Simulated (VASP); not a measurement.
Wanted: the native input for a VASP 6.6.1 run.

| Item | Value |
| --- | --- |
| Task | single point |
| Functional | LDA |
| Potentials or basis | VASP PAW LDA potentials, release 64 (Pd) |
| Cutoff | 520 eV |
| k mesh | 18 × 18 × 18 |
| Occupations | fermi-dirac, width 0.05 eV |
| Spin | no spin polarisation |
| Dipole correction | no |
| Further INCAR settings | ALGO = Normal; EDIFF = 1e-06; NBANDS = 11 |

The structure of Pd lies in POSCAR:

```
Pd
1.0
    0.0000000000      1.9318465866      1.9318465866
    1.9318465866      0.0000000000      1.9318465866
    1.9318465866      1.9318465866      0.0000000000
Pd
1
Direct
    0.0000000000      0.0000000000      0.0000000000
```

One way to write it, as run:

INCAR

```
SYSTEM = Pd
  ALGO = Normal
  EDIFF = 1E-6
  ENCUT = 520
  ISIF = 2
  ISMEAR = -1
  LASPH = .True.
  LCHARG = .True.
  LELF = .True.
  LREAL = .False.
  LVHAR = .True.
  LWAVE = .False.
  NBANDS = 11
  NELM = 80
  PREC = Accurate
  SIGMA = 0.05
```

KPOINTS

```
k-points
0
Gamma
  18 18 18
  0 0 0
```

Potentials or basis: VASP PAW LDA potentials, release 64 (Pd).

The run is started by

```console
$ cat potpaw_LDA.64/Pd/POTCAR > POTCAR
$ mpirun -np 1 vasp_std > vasp.out
```

Results of the run:

```json
{"Pressure": "-3.8 GPa", "Band gap on the k mesh": "zero (bands 5 and 6 overlap by 1.65 eV)"}
```

Caveat: the cell stands under tension.

Run time: 30 s on 1 thread of Intel Xeon 8259CL, with other jobs on the host, peak memory 0.14 GiB.
